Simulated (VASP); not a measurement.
# Sn (I4/mmm) in VASP: further runs

The runs below take Sn through single point, with r2SCAN.

Program: VASP 6.6.1. These are calculated values, not measurements. Logs are shortened: lines on timing, memory, paths and dates and some standing lists are left out, and cuts for length are marked.

**1. The cell of the first run**

Symmetry: I4/mmm, No. 139, tetragonal system. Conventional cell: a = 3.841 Å, b = 3.841 Å, c = 3.688 Å, α = 90.00°, β = 90.00°, γ = 90.00°. Sn (site symmetry 4/mmm) has 14 Sn at 3.28 to 3.84 Å within 4.3 Å.

**2. Single point, r2SCAN**

File POSCAR:

```
Sn
1.0
   -1.9206091793      1.9206091793      1.8437848121
    1.9206091793     -1.9206091793      1.8437848121
    1.9206091793      1.9206091793     -1.8437848121
Sn
1
Direct
    0.0000000000      0.0000000000      0.0000000000
```

File INCAR.step1:

```
ALGO = Normal
EDIFF = 1E-4
ENCUT = 520
GGA = PE
ISMEAR = 0
LASPH = True
LCHARG = False
LREAL = False
LWAVE = True
NBANDS = 13
NELM = 80
PREC = Accurate
SIGMA = 0.15
```

File INCAR.step2:

```
ALGO = Normal
EDIFF = 1E-7
ENCUT = 520
ISIF = 2
ISMEAR = 0
ISTART = 1
LASPH = True
LCHARG = False
LMIXTAU = True
LREAL = False
LWAVE = False
METAGGA = R2SCAN
NBANDS = 13
NELM = 80
PREC = Accurate
SIGMA = 0.15
```

File KPOINTS:

```
k-points
0
Gamma
  20 20 20
```

Potentials or basis: VASP PAW PBE potentials, release 64 (Sn_d).

On the command line:

```console
> cat potpaw_PBE.64/Sn_d/POTCAR > POTCAR
> cp INCAR.step1 INCAR
> mpirun -np 1 vasp_std > vasp.out
> cp INCAR.step2 INCAR
> mpirun -np 1 vasp_std > vasp.out
```

OUTCAR:

```text
EDIFF = 1E-7
   ENCUT = 520
   ISIF = 2
   ISMEAR = 0
   ISTART = 1
   LASPH = True
   LREAL = False
   METAGGA = R2SCAN
   NELM = 80
   PREC = Accurate

 ion  position               nearest neighbor table
   1  0.000  0.000  0.000-

  LATTYP: Found a body centered tetragonal cell.
 ALAT       =     3.8412183586
 C/A-ratio  =     0.9600000000

  Lattice vectors:

 A1 = (  -1.9206091793,   1.9206091793,   1.8437848121)
 A2 = (   1.9206091793,  -1.9206091793,   1.8437848121)
 A3 = (   1.9206091793,   1.9206091793,  -1.8437848121)

Analysis of symmetry for initial positions (statically):
=====================================================================
 Subroutine PRICEL returns:
 Original cell was already a primitive cell.

 Routine SETGRP: Setting up the symmetry group for a
 body centered tetragonal supercell.

 Subroutine GETGRP returns: Found 16 space group operations
 (whereof 16 operations were pure point group operations)
 out of a pool of 16 trial point group operations.

The static configuration has the point symmetry D_4h.

Analysis of symmetry for dynamics (positions and initial velocities):
=====================================================================
 Subroutine PRICEL returns:
 Original cell was already a primitive cell.

 Routine SETGRP: Setting up the symmetry group for a
 body centered tetragonal supercell.

 Subroutine GETGRP returns: Found 16 space group operations
 (whereof 16 operations were pure point group operations)
 out of a pool of 16 trial point group operations.

The dynamic configuration has the point symmetry D_4h.

 Subroutine INISYM returns: Found 16 space group operations
 (whereof 16 operations are pure point group operations),
 and found     1 'primitive' translations

----------------------------------------------------------------------------------------

                                     Primitive cell

  volume of cell :      27.2050

  direct lattice vectors                    reciprocal lattice vectors
    -1.920609179  1.920609179  1.843784812     0.000000000  0.260334068  0.271181320
     1.920609179 -1.920609179  1.843784812     0.260334068  0.000000000  0.271181320
     1.920609179  1.920609179 -1.843784812     0.260334068  0.260334068  0.000000000

  length of vectors
     3.282837442  3.282837442  3.282837442     0.375916394  0.375916394  0.368167969

  position of ions in fractional coordinates (direct lattice)
     0.000000000  0.000000000  0.000000000

  ion indices of the primitive-cell ions
   primitive index   ion index
                 1           1

----------------------------------------------------------------------------------------

 KPOINTS: k-points

Automatic generation of k-mesh.
 Grid dimensions read from file:
 generate k-points for:   20   20   20

 Generating k-lattice:

  Cartesian coordinates                     Fractional coordinates (reciprocal lattice)
     0.000000000  0.013016703  0.013559066     0.050000000  0.000000000 -0.000000000
     0.013016703  0.000000000  0.013559066     0.000000000  0.050000000 -0.000000000
     0.013016703  0.013016703  0.000000000     0.000000000  0.000000000  0.050000000

  Length of vectors
     0.018795820  0.018795820  0.018408398

  Shift w.r.t. Gamma in fractional coordinates (k-lattice)
     0.000000000  0.000000000  0.000000000

 Subroutine IBZKPT returns following result:
 ===========================================

 Found    641 irreducible k-points:

 Following reciprocal coordinates:
            Coordinates               Weight
  0.000000  0.000000  0.000000      1.000000
  0.050000 -0.000000  0.000000      8.000000
  0.100000 -0.000000  0.000000      8.000000
  0.150000  0.000000 -0.000000      8.000000
  0.200000 -0.000000  0.000000      8.000000
  0.250000 -0.000000  0.000000      8.000000
[... 16 lines left out ...]
 -0.400000  0.050000  0.000000     16.000000
 -0.350000  0.050000  0.000000     16.000000
 [... further k-points ...]
   k-points           NKPTS =    641   k-points in BZ     NKDIM =    641   number of bands    NBANDS=     13
   number of dos      NEDOS =    301   number of ions     NIONS =      1
   total plane-waves  NPLWV =  13824
   dimension x,y,z NGX =    24 NGY =   24 NGZ =   24
   dimension x,y,z NGXF=    48 NGYF=   48 NGZF=   48
   ions per type =               1
   NGX,Y,Z   is equivalent  to a cutoff of  12.15, 12.15, 12.15 a.u.
   NGXF,Y,Z  is equivalent  to a cutoff of  24.31, 24.31, 24.31 a.u.
 SYSTEM =  unknown system
   PREC   = accura    normal or accurate (medium, high low for compatibility)
   ISTART =      1    job   : 0-new  1-cont  2-samecut
   ICHARG =      0    charge: 1-file 2-atom 10-const
   ISPIN  =      1    spin polarized calculation?
   LNONCOLLINEAR =      F non collinear calculations
   LSORBIT =      F    spin-orbit coupling
   LASPH  =      T    aspherical Exc in radial PAW
   ENCUT  =  520.0 eV  38.22 Ry    6.18 a.u.   6.10  6.10  6.10*2*pi/ulx,y,z
   NELM   =     80;   NELMIN=  2; NELMDL=  0     # of ELM steps
   EDIFF  = 0.1E-06   stopping-criterion for ELM
   LREAL  =      F    real-space projection
   EDIFFG = 0.1E-05   stopping-criterion for IOM
   NSW    =      0    number of steps for IOM
   IBRION =     -1    ionic relax: 0-MD 1-quasi-New 2-CG
   NFREE  =      0    steps in history (QN), initial steepest desc. (CG)
   ISIF   =      2    stress and relaxation
   ISYM   =      2    0-nonsym 1-usesym 2-fastsym
   POTIM  = 0.5000    time-step for ionic-motion
   TEBEG  =    0.0;   TEEND  =   0.0 temperature during run
   PSTRESS=    0.0 pullay stress
   NELECT =      14.0000    total number of electrons
   NUPDOWN=      -1.0000    fix difference up-down
   EMIN   =  10.00;   EMAX   =-10.00  energy-range for DOS
   EFERMI =   0.00;   METHOD = LEGACY
   ISMEAR =     0;   SIGMA  =   0.15  broadening in eV -4-tet -1-fermi 0-gaus
   EFERMI_NEDOS =   21; number of points for ismear=-14 and -15
   IALGO  =     38    algorithm
   IMIX   =      4    mixing-type and parameters
     AMIX     =   0.40;   BMIX     =  1.00
     AMIX_MAG =   1.60;   BMIX_MAG =  1.00
  volume/ion in A,a.u.               =      27.20       183.59
  Fermi-wavevector in a.u.,A,eV,Ry     =   1.311902  2.479136 23.416813  1.721087
  Thomas-Fermi vector in A             =   2.442332
   LORBIT       =      0    0 simple, 1 ext, 2 COOP (PROOUT), +10 PAW based schemes
   METAGGA = R2SCAN    functional components
   LHFCALC =     F    Hartree Fock is set to
   AEXX    =    0.0000 exact exchange contribution
   IVDW    =     0    specifies the selected vdW correction
   LEPSILON=     F    determine dielectric tensor
   LRPA    =     F    only Hartree local field effects (RPA)
 non-spin polarized calculation
 Gauss-broadening in eV      SIGMA  =   0.15
  energy-cutoff  :      520.00
  volume of cell :       27.20
 maximum number of plane-waves:       746
   NGX = 13   NGY = 13   NGZ = 13

 number of electron      14.0000000 magnetization

 Free energy of the ion-electron system (eV)
  ---------------------------------------------------
  ext. energy  EPLUGINS =         0.00000000
  ---------------------------------------------------
  free energy    TOTEN  =       -24.50616304 eV

  energy without entropy =      -24.49982937  energy(sigma->0) =      -24.50299621

 E-fermi :   8.0241     XC(G=0): -11.2584

 val. band max:        8.0239330253   @ k =   0.3500   0.3500   0.1500
 cond. band min:       8.0280532312   @ k =   0.2500   0.2000   0.1000
 fundamental gap:      0.0041202060
 Fermi energy:         8.0241111048

 k-point     1 :       0.0000    0.0000    0.0000
  band No.  band energies     occupation
      1     -14.2547      2.00000
      2     -14.2435      2.00000
      3     -14.2434      2.00000
      4     -14.1095      2.00000
      5     -14.0849      2.00000
      6      -3.6252      2.00000
      7      16.3182      0.00000
      8      16.3183      0.00000
      9      16.6597      0.00000
     10      20.6694      0.00000
     11      20.7889      0.00000
     12      20.7889      0.00000
     13      21.3536      0.00000

 k-point     2 :       0.0500   -0.0000    0.0000
  band No.  band energies     occupation
      1     -14.2532      2.00000
      2     -14.2418      2.00000
      3     -14.2404      2.00000
      4     -14.1096      2.00000
      5     -14.0862      2.00000
      6      -3.5667      2.00000
      7      15.9529      0.00000
      8      16.0571      0.00000
      9      16.4389      0.00000
     10      20.0443      0.00000
     11      20.0603      0.00000
     12      21.0023      0.00000
     13      21.2212      0.00000

 k-point     3 :       0.1000   -0.0000    0.0000
  band No.  band energies     occupation
      1     -14.2548      2.00000
      2     -14.2374      2.00000
      3     -14.2256      2.00000
      4     -14.1099      2.00000
      5     -14.0896      2.00000
      6      -3.3910      2.00000
      7      14.7527      0.00000
      8      15.4375      0.00000
      9      16.1221      0.00000
     10      19.1939      0.00000
     11      19.2888      0.00000
     12      20.7782      0.00000
     13      22.0716      0.00000
[... 305 lines left out ...]
 k-point    23 :      -0.4000    0.0500    0.0000
  band No.  band energies     occupation
      1     -14.2911      2.00000
      2     -14.2246      2.00000
      3     -14.1065      2.00000
      4     -14.1038      2.00000
      5     -14.0424      2.00000
      6      -0.3264      2.00000
      7       5.9746      2.00000
      8      11.6847      0.00000
      9      13.6020      0.00000
     10      16.7435      0.00000
     11      17.4359      0.00000
     12      22.9913      0.00000
     13      24.4844      0.00000

 k-point    24 :      -0.3500    0.0500    0.0000
  band No.  band energies     occupation
      1     -14.2845      2.00000
      2     -14.2215      2.00000
      3     -14.1109      2.00000
      4     -14.1035      2.00000
      5     -14.0725      2.00000
      6      -1.1261      2.00000
      7       7.4435      2.00000
      8      12.0757      0.00000
      9      13.9074      0.00000
     10      16.9892      0.00000
     11      17.7172      0.00000
     12      22.2621      0.00000
     13      24.1245      0.00000

 [... further k-points ...]
[... 5 lines left out ...]
  --------------------------------------------------------------------------------------
  -------------------------------------------------------------------------------------
  Total       -0.0338404     -0.0338404     -0.2198988      0.0000000      0.0000000      0.0000000
  in kB       -1.9929579     -1.9929579    -12.9504586      0.0000000      0.0000000      0.0000000
  external PRESSURE =      -5.6454581 kB  Pullay stress =       0.0000000 kB

 VOLUME and BASIS-vectors are now :
 -----------------------------------------------------------------------------
  energy-cutoff  :      520.00
  volume of cell :       27.20
      direct lattice vectors                 reciprocal lattice vectors
    -1.920609179  1.920609179  1.843784812     0.000000000  0.260334068  0.271181320
     1.920609179 -1.920609179  1.843784812     0.260334068  0.000000000  0.271181320
     1.920609179  1.920609179 -1.843784812     0.260334068  0.260334068  0.000000000

 POSITION                                       TOTAL-FORCE (eV/Angst)
 -----------------------------------------------------------------------------------
      0.00000      0.00000      0.00000         0.000000      0.000000      0.000000
 -----------------------------------------------------------------------------------
    total drift:                                0.000000      0.000000      0.000000

  FREE ENERGIE OF THE ION-ELECTRON SYSTEM (eV)
  ---------------------------------------------------
  free  energy   TOTEN  =       -24.5061630432 eV

  energy  without entropy=      -24.4998293734  energy(sigma->0) =      -24.50299621
```

It took 5.8 min on 1 thread of Intel Xeon Platinum 8488C (Sapphire Rapids), shared host; peak memory 0.32 GiB.

What came out:

```
Free energy            : -24.5062 eV
Pressure               : -0.6 GPa
Band gap on the k mesh : zero (band 7 reaches 16.32 eV, above the bottom of band 8 at 5.49 eV)
```

Stress tensor (GPa, compression positive):
```
-0.20  0.00  0.00
 0.00 -0.20  0.00
 0.00  0.00 -1.30
```

Levels at points of the mesh, in eV from the Fermi level:
```tsv
k point	band 3	band 4	band 5	band 6	band 7	band 8	band 9	band 10	band 11	band 12
(0.00, 0.00, 0.00)	-22.27	-22.13	-22.11	-11.65	8.29	8.29	8.64	12.65	12.76	12.76
(0.50, 0.00, 0.00)	-22.13	-22.12	-22.03	-6.55	-4.65	3.57	5.60	8.37	8.38	15.92
(0.50, 0.50, 0.00)	-22.14	-22.13	-22.04	-6.85	-4.76	4.13	6.34	8.97	9.12	15.16
(0.50, 0.50, 0.50)	-22.06	-22.06	-22.04	-2.38	-0.87	-0.87	-0.02	4.02	4.41	19.13
```

Caveat: the PAW data sets were made with another functional, which shifts forces and pressure a little; spin-orbit coupling is left out, which moves the levels of the heavy elements.

**3. Single point, r2SCAN**

File POSCAR:

```
Sn
1.0
   -1.8640875742      1.8640875742      1.9572919529
    1.8640875742     -1.8640875742      1.9572919529
    1.8640875742      1.8640875742     -1.9572919529
Sn
1
Direct
    0.0000000000      0.0000000000      0.0000000000
```

File INCAR.step1:

```
SYSTEM = Sn
  ALGO = Normal
  EDIFF = 1E-4
  ENCUT = 520
  GGA = PE
  ISMEAR = 0
  LASPH = .TRUE.
  LCHARG = .FALSE.
  LREAL = .FALSE.
  LWAVE = .TRUE.
  NBANDS = 13
  NELM = 100
  PREC = Accurate
  SIGMA = 0.15
```

File INCAR.step2:

```
SYSTEM = Sn
  ALGO = Normal
  EDIFF = 1E-6
  ENCUT = 520
  ISIF = 2
  ISMEAR = 0
  ISTART = 1
  LASPH = .TRUE.
  LCHARG = .TRUE.
  LELF = .TRUE.
  LMIXTAU = .TRUE.
  LREAL = .FALSE.
  LVHAR = .TRUE.
  LWAVE = .FALSE.
  METAGGA = R2SCAN
  NBANDS = 13
  NELM = 100
  PREC = Accurate
  SIGMA = 0.15
```

File KPOINTS:

```
k-points
0
G
  20 20 20
  0 0 0
```

Potentials or basis: VASP PAW PBE potentials, release 64 (Sn_d).

On the command line:

```console
> cat potpaw_PBE.64/Sn_d/POTCAR > POTCAR
> cp INCAR.step1 INCAR
> mpirun -np 1 vasp_std > vasp.out
> cp INCAR.step2 INCAR
> mpirun -np 1 vasp_std > vasp.out
```

Wall time 4.9 min (1 thread of Intel Xeon Platinum 8488C (Sapphire Rapids), shared host); peak memory 0.31 GiB.

It converged, with:

- Free energy: -24.5051 eV
- Pressure: -0.5 GPa
- Band gap on the k mesh: zero (band 7 reaches 16.26 eV, above the bottom of band 8 at 5.49 eV)

Stress tensor (GPa, compression positive):
```
-0.71  0.00  0.00
 0.00 -0.71  0.00
 0.00  0.00 -0.08
```

Levels at points of the mesh, in eV from the Fermi level:
```csv
k point,band 5,band 6,band 7,band 8,band 9,band 10
"(0.00, 0.00, 0.00)",-22.10,-11.65,8.24,8.50,8.50,12.47
"(0.50, 0.00, 0.00)",-22.03,-6.75,-4.72,3.98,6.13,8.81
"(0.50, 0.50, 0.00)",-22.02,-6.41,-4.59,3.34,5.27,8.07
"(0.50, 0.50, 0.50)",-22.04,-2.40,-1.22,-0.25,-0.25,4.07
```

Caveat: the PAW data sets were made with another functional, which shifts forces and pressure a little; spin-orbit coupling is left out, which moves the levels of the heavy elements.
